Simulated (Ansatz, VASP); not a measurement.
**Two plane-wave programs on TaF4**

```xyz
5
Lattice="3.5569 0.0000 0.0000 0.0000 3.5569 0.0000 0.0000 0.0000 6.2196" Properties=species:S:1:pos:R:3 pbc="T T T"
Ta    0.0000    0.0000    0.0000
F     1.7785    0.0000    1.1318
F     0.0000    1.7785    5.0879
F     1.7785    0.0000    5.0879
F     0.0000    1.7785    1.1318
```

Change from the starting cell: ordered vacancies on the cation sites of fluorite (P4/mmm, No. 123).

Alike in both runs: functional PBE; k mesh 6 × 6 × 4; occupations gaussian, width 0.1 eV; collinear spin.

Ansatz relaxed the structure, and its values are those at the end. VASP's run is a single point on that final structure, the one shown.

|  | VASP | Ansatz |
| --- | --- | --- |
| version | VASP 6.6.1 | Ansatz 0.2.0 |
| potentials or method | VASP PAW PBE potentials, release 64 (Ta_pv, F), cutoff 520 eV | scalar-relativistic, plane waves, PAW |
| valence electrons in the cell | 39 | 41 |

VASP gave:

- gap on the k mesh at the Fermi level (eV): none
- pressure (GPa): 0.1
- rms of the force components (eV/Å): 0.028
- net moment per atom (μB): 0.20
- size of the moment on the site where the two differ most (μB): 0.84

Problem. Estimate Ansatz's values.

Solution. gap on the k mesh at the Fermi level (eV): none; pressure (GPa): 0.0; rms of the force components (eV/Å): 0.012; net moment per atom (μB): 0.20; size of the moment on the site where the two differ most (μB): 0.50.

Site moments also hang on the region over which each program counts them. A gap of «none» marks a metal or a gap that the smearing closes. With one functional, cell and mesh, what is left measures potentials, basis and numerics. VASP's potentials hold 39 valence electrons a cell and Ansatz's 41, so a difference there can come from the potentials and not from the codes.

Spin-orbit coupling is off throughout.
